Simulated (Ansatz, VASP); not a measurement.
## Two plane-wave programs on PtSe2

```
CELL_PARAMETERS angstrom
3.72400 0.00000 0.00000
-1.86200 3.22508 0.00000
0.00000 0.00000 5.06200
ATOMIC_POSITIONS crystal
Pt 0.00000 0.00000 0.00000
Se 0.66667 0.33333 0.75000
Se 0.33333 0.66667 0.25000
```

Alike in both runs: task relaxation of cell and atoms; functional RPBE; k mesh 8 × 8 × 5; occupations fermi-dirac, width 0.05 eV; no spin polarisation.

|  | VASP | Ansatz |
| --- | --- | --- |
| version | VASP 6.6.1 | Ansatz 0.2.0 |
| potentials or method | VASP PAW PBE potentials, release 64 (Pt, Se) | Ansatz PAW |
| plane-wave cutoff (eV) | 600 | 420 |
| valence electrons in the cell | 22 | 50 |

Ansatz gave:

| Item | Value |
| --- | --- |
| gap on the k mesh at the Fermi level, each at its own relaxed structure (eV) | 1.28 |
| relaxed volume (Å³/atom) | 32.83 |
| relaxed cell length with the largest relative difference (Å) | 7.967 |

Question: Estimate VASP's values.

Answer: gap on the k mesh at the Fermi level, each at its own relaxed structure (eV): 1.23; relaxed volume (Å³/atom): 31.77; relaxed cell length with the largest relative difference (Å): 7.710.

VASP's potentials were made for PBE, not for RPBE. VASP's potentials hold 22 valence electrons a cell and Ansatz's 50, so a difference there can come from the potentials and not from the codes.

Spin-orbit coupling is off throughout. Noted on VASP's run: the volume moved by over 15 % at a fixed basis, so the end points are rough. Noted on Ansatz's run: the volume moved by over 15 % at a fixed basis, so the end points are rough; odd divisions of the mesh miss points on the zone boundary, where band edges often lie, so the gap on the mesh can be too wide; the plane-wave basis is chosen anew once the cell has moved, so the energies of steps on either side of that aren't comparable.
